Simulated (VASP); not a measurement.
# Au (I4/mmm) in VASP: further runs

The runs below take Au through single point, with PBE.

Everything below comes from runs of VASP 6.6.1. Logs are shortened: lines on timing, memory, paths and dates and some standing lists are left out, and cuts for length are marked.

## 1. The cell of the first run

Symmetry: I4/mmm, No. 139, tetragonal system. Conventional cell: a = 3.103 Å, b = 3.103 Å, c = 3.420 Å, α = 90.00°, β = 90.00°, γ = 90.00°. Au (site symmetry 4/mmm) has 14 Au at 2.78 to 3.42 Å within 3.7 Å.

## 2. Single point, PBE (biaxial strain in the a-b plane: -6.0 %)

INCAR reads:

```
PREC     = Accurate       # precision mode
ENCUT    = 500            # plane-wave cutoff, eV
EDIFF    = 1E-6           # SCF threshold, eV
ISMEAR   = 0              # smearing method
SIGMA    = 0.1            # smearing width, eV
LREAL    = F              # projectors in reciprocal space
LASPH    = T              # aspherical terms in the spheres
NELM     = 120            # most SCF steps
ALGO     = Normal         # electronic algorithm
ISIF     = 2              # what is computed and relaxed
LWAVE    = F              # write WAVECAR
LCHARG   = F              # write CHGCAR
GGA      = PE             # functional
NBANDS   = 18             # bands
GGA_COMPAT= F
```

KPOINTS reads:

```
Automatic mesh
0
Gamma
  16 16 16
```

POSCAR reads:

```
Au
1.0
    3.1032304960      0.0000000000      0.0000000000
    0.0000000000      3.1032304960      0.0000000000
    0.0000000000      0.0000000000      3.4201561637
Au
2
Direct
    0.0000000000      0.0000000000      0.0000000000
    0.5000000000      0.5000000000      0.5000000000
```

Potentials or basis: VASP PAW PBE potentials, release 64 (Au).

Run with:

```sh
> cat potpaw_PBE.64/Au/POTCAR > POTCAR
> mpirun -np 1 vasp_std > vasp.out
```

OUTCAR:

```text
PREC = Accurate
   ENCUT = 500
   EDIFF = 1E-6
   ISMEAR = 0
   LREAL = F
   LASPH = T
   NELM = 120
   ISIF = 2
   GGA = PE

 ion  position               nearest neighbor table
   1  0.000  0.000  0.000-   2 2.78   2 2.78   2 2.78   2 2.78   2 2.78   2 2.78   2 2.78   2 2.78

   2  0.500  0.500  0.500-   1 2.78   1 2.78   1 2.78   1 2.78   1 2.78   1 2.78   1 2.78   1 2.78

  LATTYP: Found a simple tetragonal cell.
 ALAT       =     3.1032304960
 C/A-ratio  =     1.1021276596

  Lattice vectors:

 A1 = (   3.1032304960,   0.0000000000,   0.0000000000)
 A2 = (   0.0000000000,   3.1032304960,   0.0000000000)
 A3 = (   0.0000000000,   0.0000000000,   3.4201561637)

Analysis of symmetry for initial positions (statically):
=====================================================================
 Subroutine PRICEL returns following result:

  LATTYP: Found a body centered tetragonal cell.
 ALAT       =     3.1032304960
 C/A-ratio  =     1.1021276596

  Lattice vectors:

 A1 = (  -1.5516152480,  -1.5516152480,  -1.7100780818)
 A2 = (   1.5516152480,   1.5516152480,  -1.7100780818)
 A3 = (   1.5516152480,  -1.5516152480,   1.7100780818)

   2 primitive cells build up your supercell.

 Routine SETGRP: Setting up the symmetry group for a
 simple tetragonal supercell.

 Subroutine GETGRP returns: Found 16 space group operations
 (whereof 16 operations were pure point group operations)
 out of a pool of 16 trial point group operations.

The static configuration has the point symmetry D_4h.

Analysis of symmetry for dynamics (positions and initial velocities):
=====================================================================
 Subroutine PRICEL returns following result:

  LATTYP: Found a body centered tetragonal cell.
 ALAT       =     3.1032304960
 C/A-ratio  =     1.1021276596

  Lattice vectors:

 A1 = (  -1.5516152480,  -1.5516152480,  -1.7100780818)
 A2 = (   1.5516152480,   1.5516152480,  -1.7100780818)
 A3 = (   1.5516152480,  -1.5516152480,   1.7100780818)

   2 primitive cells build up your supercell.

 Routine SETGRP: Setting up the symmetry group for a
 simple tetragonal supercell.

 Subroutine GETGRP returns: Found 16 space group operations
 (whereof 16 operations were pure point group operations)
 out of a pool of 16 trial point group operations.

The dynamic configuration has the point symmetry D_4h.

 Subroutine INISYM returns: Found 16 space group operations
 (whereof 16 operations are pure point group operations),
 and found     2 'primitive' translations

----------------------------------------------------------------------------------------

                                     Primitive cell

  volume of cell :      16.4681

  direct lattice vectors                    reciprocal lattice vectors
    -1.551615248 -1.551615248 -1.710078082     0.000000000 -0.322244835 -0.292384310
     1.551615248  1.551615248 -1.710078082     0.322244835  0.000000000 -0.292384310
     1.551615248 -1.551615248  1.710078082     0.322244835 -0.322244835  0.000000000

  length of vectors
     2.781975342  2.781975342  2.781975342     0.435121039  0.435121039  0.455723016

  position of ions in fractional coordinates (direct lattice)
     0.000000000  0.000000000  0.000000000

  ion indices of the primitive-cell ions
   primitive index   ion index
                 1           1

----------------------------------------------------------------------------------------

 KPOINTS: Automatic mesh

Automatic generation of k-mesh.
 Grid dimensions read from file:
 generate k-points for:   16   16   16

 Generating k-lattice:

  Cartesian coordinates                     Fractional coordinates (reciprocal lattice)
     0.020140302  0.000000000  0.000000000     0.062500000  0.000000000  0.000000000
     0.000000000  0.020140302  0.000000000     0.000000000  0.062500000  0.000000000
     0.000000000  0.000000000  0.018274019     0.000000000  0.000000000  0.062500000

  Length of vectors
     0.020140302  0.020140302  0.018274019

  Shift w.r.t. Gamma in fractional coordinates (k-lattice)
     0.000000000  0.000000000  0.000000000

 Subroutine IBZKPT returns following result:
 ===========================================

 Found    405 irreducible k-points:

 Following reciprocal coordinates:
            Coordinates               Weight
  0.000000  0.000000  0.000000      1.000000
  0.062500  0.000000  0.000000      4.000000
  0.125000  0.000000  0.000000      4.000000
  0.187500  0.000000  0.000000      4.000000
  0.250000  0.000000  0.000000      4.000000
  0.312500  0.000000  0.000000      4.000000
[... 16 lines left out ...]
  0.437500  0.125000  0.000000      8.000000
  0.500000  0.125000  0.000000      4.000000
 [... further k-points ...]
   k-points           NKPTS =    405   k-points in BZ     NKDIM =    405   number of bands    NBANDS=     18
   number of dos      NEDOS =    301   number of ions     NIONS =      2
   total plane-waves  NPLWV =  16128
   dimension x,y,z NGX =    24 NGY =   24 NGZ =   28
   dimension x,y,z NGXF=    48 NGYF=   48 NGZF=   56
   ions per type =               2
   NGX,Y,Z   is equivalent  to a cutoff of  12.86, 12.86, 13.61 a.u.
   NGXF,Y,Z  is equivalent  to a cutoff of  25.71, 25.71, 27.22 a.u.
 SYSTEM =  unknown system
   PREC   = accura    normal or accurate (medium, high low for compatibility)
   ISTART =      0    job   : 0-new  1-cont  2-samecut
   ICHARG =      2    charge: 1-file 2-atom 10-const
   ISPIN  =      1    spin polarized calculation?
   LNONCOLLINEAR =      F non collinear calculations
   LSORBIT =      F    spin-orbit coupling
   LASPH  =      T    aspherical Exc in radial PAW
   ENCUT  =  500.0 eV  36.75 Ry    6.06 a.u.   5.66  5.66  6.24*2*pi/ulx,y,z
   NELM   =    120;   NELMIN=  2; NELMDL= -5     # of ELM steps
   EDIFF  = 0.1E-05   stopping-criterion for ELM
   LREAL  =      F    real-space projection
   EDIFFG = 0.1E-04   stopping-criterion for IOM
   NSW    =      0    number of steps for IOM
   IBRION =     -1    ionic relax: 0-MD 1-quasi-New 2-CG
   NFREE  =      0    steps in history (QN), initial steepest desc. (CG)
   ISIF   =      2    stress and relaxation
   ISYM   =      2    0-nonsym 1-usesym 2-fastsym
   POTIM  = 0.5000    time-step for ionic-motion
   TEBEG  =    0.0;   TEEND  =   0.0 temperature during run
   PSTRESS=    0.0 pullay stress
   NELECT =      22.0000    total number of electrons
   NUPDOWN=      -1.0000    fix difference up-down
   EMIN   =  10.00;   EMAX   =-10.00  energy-range for DOS
   EFERMI =   0.00;   METHOD = LEGACY
   ISMEAR =     0;   SIGMA  =   0.10  broadening in eV -4-tet -1-fermi 0-gaus
   EFERMI_NEDOS =   21; number of points for ismear=-14 and -15
   IALGO  =     38    algorithm
   IMIX   =      4    mixing-type and parameters
     AMIX     =   0.40;   BMIX     =  1.00
     AMIX_MAG =   1.60;   BMIX_MAG =  1.00
  volume/ion in A,a.u.               =      16.47       111.13
  Fermi-wavevector in a.u.,A,eV,Ry     =   1.431060  2.704311 27.863801  2.047932
  Thomas-Fermi vector in A             =   2.550837
   LORBIT       =      0    0 simple, 1 ext, 2 COOP (PROOUT), +10 PAW based schemes
   GGA     = PE    functional components
   LHFCALC =     F    Hartree Fock is set to
   AEXX    =    0.0000 exact exchange contribution
   IVDW    =     0    specifies the selected vdW correction
   LEPSILON=     F    determine dielectric tensor
   LRPA    =     F    only Hartree local field effects (RPA)
 non-spin polarized calculation
 Gauss-broadening in eV      SIGMA  =   0.10
  energy-cutoff  :      500.00
  volume of cell :       32.94
 maximum number of plane-waves:       852
 NGX is ok and might be reduce to    24
   NGX = 11   NGY = 11   NGZ = 13

 number of electron      21.9999995 magnetization

 Free energy of the ion-electron system (eV)
  ---------------------------------------------------
  ext. energy  EPLUGINS =         0.00000000
  ---------------------------------------------------
  free energy    TOTEN  =        -6.26961295 eV

  energy without entropy =       -6.26720502  energy(sigma->0) =       -6.26840898

 E-fermi :  10.0849     XC(G=0): -12.9244

 val. band max:       10.0767039880   @ k =   0.3750   0.0000   0.0000
 cond. band min:      10.0954717935   @ k =   0.4375   0.0000   0.3125
 fundamental gap:      0.0187678055
 Fermi energy:        10.0849406379

 k-point     1 :       0.0000    0.0000    0.0000
  band No.  band energies     occupation
      1      -0.1576      2.00000
      2       2.8514      2.00000
      3       2.9317      2.00000
      4       4.8458      2.00000
      5       4.8458      2.00000
      6       5.4675      2.00000
[... 10 lines left out ...]
     17      25.9355      0.00000
     18      27.1654      0.00000

 k-point     2 :       0.0625    0.0000    0.0000
  band No.  band energies     occupation
      1      -0.0776      2.00000
      2       2.8935      2.00000
      3       2.9779      2.00000
      4       4.8412      2.00000
      5       4.8746      2.00000
      6       5.4610      2.00000
[... 10 lines left out ...]
     17      26.0615      0.00000
     18      27.0435      0.00000

 k-point     3 :       0.1250    0.0000    0.0000
  band No.  band energies     occupation
      1       0.1595      2.00000
      2       3.0073      2.00000
      3       3.1210      2.00000
      4       4.8306      2.00000
      5       4.9605      2.00000
      6       5.4444      2.00000
[... 10 lines left out ...]
     17      26.3035      0.00000
     18      26.7217      0.00000

 k-point     4 :       0.1875    0.0000    0.0000
  band No.  band energies     occupation
      1       0.5444      2.00000
      2       3.1798      2.00000
      3       3.3492      2.00000
      4       4.8233      2.00000
      5       5.1013      2.00000
      6       5.4271      2.00000
[... 10 lines left out ...]
     17      26.3673      0.00000
     18      26.4067      0.00000

 k-point     5 :       0.2500    0.0000    0.0000
  band No.  band energies     occupation
      1       1.0602      2.00000
      2       3.4067      2.00000
      3       3.6224      2.00000
      4       4.8322      2.00000
      5       5.2937      2.00000
      6       5.4218      2.00000
[... 10 lines left out ...]
     17      26.2610      0.00000
     18      26.7503      0.00000

 k-point     6 :       0.3125    0.0000    0.0000
  band No.  band energies     occupation
      1       1.6789      2.00000
      2       3.6743      2.00000
      3       3.8859      2.00000
      4       4.8722      2.00000
      5       5.4430      2.00000
      6       5.5327      2.00000
[... 10 lines left out ...]
     17      26.1042      0.00000
     18      26.5768      0.00000

 k-point     7 :       0.3750    0.0000    0.0000
  band No.  band energies     occupation
      1       2.3555      2.00000
      2       3.9019      2.00000
      3       4.1280      2.00000
      4       4.9577      2.00000
      5       5.5046      2.00000
      6       5.6474      2.00000
[... 10 lines left out ...]
     17      25.6979      0.00000
     18      25.9605      0.00000

 k-point     8 :       0.4375    0.0000    0.0000
  band No.  band energies     occupation
      1       3.0179      2.00000
      2       3.8773      2.00000
      3       4.4567      2.00000
      4       5.1012      2.00000
      5       5.2479      2.00000
      6       5.5962      2.00000
[... 10 lines left out ...]
     17      24.4343      0.00000
     18      25.8619      0.00000
[... 229 lines left out ...]
     17      26.8572      0.00000
     18      26.9487      0.00000

 k-point    20 :       0.2500    0.1250    0.0000
  band No.  band energies     occupation
      1       1.3153      2.00000
      2       3.5348      2.00000
      3       3.7738      2.00000
      4       4.4560      2.00000
      5       5.3163      2.00000
      6       5.7752      2.00000
[... 10 lines left out ...]
     17      26.1884      0.00000
     18      27.1928      0.00000

 k-point    21 :       0.3125    0.1250    0.0000
  band No.  band energies     occupation
      1       1.8829      2.00000
      2       3.7596      2.00000
      3       4.0093      2.00000
      4       4.4440      2.00000
      5       5.2751      2.00000
      6       5.7374      2.00000
[... 10 lines left out ...]
     17      25.2972      0.00000
     18      26.8155      0.00000

 k-point    22 :       0.3750    0.1250    0.0000
  band No.  band energies     occupation
      1       2.4831      2.00000
      2       3.9144      2.00000
      3       4.2078      2.00000
      4       4.4874      2.00000
      5       5.1910      2.00000
      6       5.3460      2.00000
[... 10 lines left out ...]
     17      24.7357      0.00000
     18      25.7391      0.00000

 k-point    23 :       0.4375    0.1250    0.0000
  band No.  band energies     occupation
      1       3.0506      2.00000
      2       3.8273      2.00000
      3       4.4678      2.00000
      4       4.5946      2.00000
      5       5.0152      2.00000
      6       5.0224      2.00000
[... 10 lines left out ...]
     17      24.2022      0.00000
     18      24.4175      0.00000

 k-point    24 :       0.5000    0.1250    0.0000
  band No.  band energies     occupation
      1       3.5178      2.00000
      2       3.5178      2.00000
      3       4.7571      2.00000
      4       4.7571      2.00000
      5       4.7718      2.00000
      6       4.7718      2.00000
[... 10 lines left out ...]
     17      23.6651      0.00000
     18      23.6651      0.00000

 [... further k-points ...]
[... 5 lines left out ...]
  --------------------------------------------------------------------------------------
  -------------------------------------------------------------------------------------
  Total        3.1979609      3.1979609      3.4362055      0.0000000     -0.0000000     -0.0000000
  in kB      155.5642261    155.5642261    167.1535889      0.0000000     -0.0000000     -0.0000000
  external PRESSURE =     159.4273470 kB  Pullay stress =       0.0000000 kB

 VOLUME and BASIS-vectors are now :
 -----------------------------------------------------------------------------
  energy-cutoff  :      500.00
  volume of cell :       32.94
      direct lattice vectors                 reciprocal lattice vectors
     3.103230496  0.000000000  0.000000000     0.322244835  0.000000000  0.000000000
     0.000000000  3.103230496  0.000000000     0.000000000  0.322244835  0.000000000
     0.000000000  0.000000000  3.420156164     0.000000000  0.000000000  0.292384310

 POSITION                                       TOTAL-FORCE (eV/Angst)
 -----------------------------------------------------------------------------------
      0.00000      0.00000      0.00000         0.000000      0.000000      0.000000
      1.55162      1.55162      1.71008        -0.000000     -0.000000     -0.000000
 -----------------------------------------------------------------------------------
    total drift:                                0.000000      0.000000     -0.000000

  FREE ENERGIE OF THE ION-ELECTRON SYSTEM (eV)
  ---------------------------------------------------
  free  energy   TOTEN  =        -6.2696129478 eV

  energy  without entropy=       -6.2672050194  energy(sigma->0) =       -6.26840898
```

Run time: 69 s. Hardware: 1 thread of Intel Xeon Platinum 8488C (Sapphire Rapids), shared host; peak memory 0.29 GiB.

Results:

* Free energy: -6.2696 eV
* Pressure: 15.9 GPa
* Band gap on the k mesh: zero (bands 11 and 12 overlap by 6.37 eV)

Levels at points of the mesh, in eV from the Fermi level:
| k point | band 9 | band 10 | band 11 | band 12 | band 13 | band 14 |
| --- | --- | --- | --- | --- | --- | --- |
| (0.00, 0.00, 0.00) | -1.94 | -1.73 | -1.73 | 4.52 | 7.31 | 7.31 |
| (0.50, 0.00, 0.00) | -3.63 | -3.63 | -1.58 | -1.58 | 12.09 | 12.09 |
| (0.50, 0.50, 0.00) | -1.32 | -1.32 | -0.39 | -0.39 | 4.34 | 4.34 |
| (0.00, 0.00, 0.50) | -3.39 | -3.39 | -2.79 | -2.79 | 13.86 | 13.86 |
| (0.50, 0.00, 0.50) | -1.49 | -1.49 | -0.97 | -0.97 | 3.53 | 3.53 |
| (0.50, 0.50, 0.50) | -2.53 | -2.53 | 3.17 | 3.17 | 7.05 | 7.05 |

Caveat: the cell differs from its parent crystal (biaxial strain in the a-b plane: -6.0 %); the cell stands under pressure; spin-orbit coupling is left out, which moves the levels of the heavy elements.

[end of part 1 of 2]
